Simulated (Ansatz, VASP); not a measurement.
# CaF: VASP beside Ansatz

```
Ca F
1.0
     3.85074    0.00000    0.00000
    -1.92537    3.33484    0.00000
     0.00000    0.00000    6.46111
Ca F
2 2
Direct
  0.66667 0.33333 0.24750
  0.33333 0.66667 0.75250
  0.66667 0.33333 0.62607
  0.33333 0.66667 0.37393
```

Change from the starting cell: the structure that the rattled wurtzite type (P6_3mc, No. 186) fell into.

Alike in both runs: functional PBE; k mesh 12 × 12 × 8; occupations gaussian, width 0.1 eV; no spin polarisation.

Ansatz relaxed the structure, and its values are those at the end. VASP's run is a single point on that final structure, the one shown.

|  | VASP | Ansatz |
| --- | --- | --- |
| version | VASP 6.6.1 | Ansatz 0.2.0 |
| potentials or method | VASP PAW PBE potentials, release 64 (Ca_sv, F), cutoff 520 eV | scalar-relativistic, plane waves, PAW |
| valence electrons in the cell | 34 | 34 |

|  | VASP | Ansatz | Ansatz less VASP |
| --- | --- | --- | --- |
| gap on the k mesh at the Fermi level (eV) | none | none | - |
| pressure (GPa) | 0.1 | 0.0 | -0.11 |
| rms of the force components (eV/Å) | 0.014 | 0.001 | -0.0129 |

A gap of «none» marks a metal or a gap that the smearing closes. The functional is the same, so the differences come from potentials, cutoffs and numerics.
